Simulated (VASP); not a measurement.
The system is CsCr.

```xyz
2
Lattice="3.8867 0.0000 0.0000 0.0000 3.8867 0.0000 0.0000 0.0000 3.8867" Properties=species:S:1:pos:R:3 pbc="T T T"
Cs    0.0000    0.0000    0.0000
Cr    1.9434    1.9434    1.9434
```

| Property | Result |
| --- | --- |
| Program | VASP 6.6.1 |
| Task | relaxation of cell and atoms |
| Functional | PBE |
| Potentials or basis | VASP PAW PBE potentials, release 64 (Cs_sv, Cr_pv) |
| Cutoff | 600 eV |
| k mesh | 4 × 4 × 4 |
| Occupations | gaussian, width 0.1 eV |
| Spin | collinear spin, ferromagnetic start |
| Starting moments | [0.15, 4.96] μB |

At the start: pressure 9.1 GPa; volume 29.36 Å³/atom.

Question: How do energy, volume and symmetry change on relaxing?

Answer: Over 8 steps the energy falls by 372.3 meV/atom and the volume is 49.12 Å³/atom (+67.3 %); space group Pm-3m (No. 221, to 0.1 Å) before and after; moment 5.06 μB per cell.

The path:
| step | energy change (eV) | largest force (eV/Å) | pressure (GPa) | volume (Å³) |
| --- | --- | --- | --- | --- |
| 1 | 0.0000 | 0.0000 | 9.13 | 58.72 |
| 2 | -0.5500 | 0.0000 | 3.15 | 74.11 |
| 3 | -0.7127 | 0.0000 | 0.98 | 87.63 |
| 4 | -0.6791 | 0.0000 | -0.85 | 119.43 |
| 5 | -0.7394 | 0.0000 | -3.56 | 101.40 |
| 6 | -0.7262 | 0.0000 | 0.72 | 90.17 |
| 7 | -0.7424 | 0.0000 | 0.23 | 95.67 |
| 8 | -0.7445 | 0.0000 | 0.03 | 98.23 |

Final structure:
```
Cs Cr
1.0
     4.61411    0.00000    0.00000
     0.00000    4.61411    0.00000
     0.00000    0.00000    4.61411
Cs Cr
1 1
Direct
  0.00000 0.00000 0.00000
  0.50000 0.50000 0.50000
```

Caveat: the k points lie up to 0.34 Å⁻¹ apart in the final cell; the volume moved by over 15 % at a fixed basis, so the end points are rough.
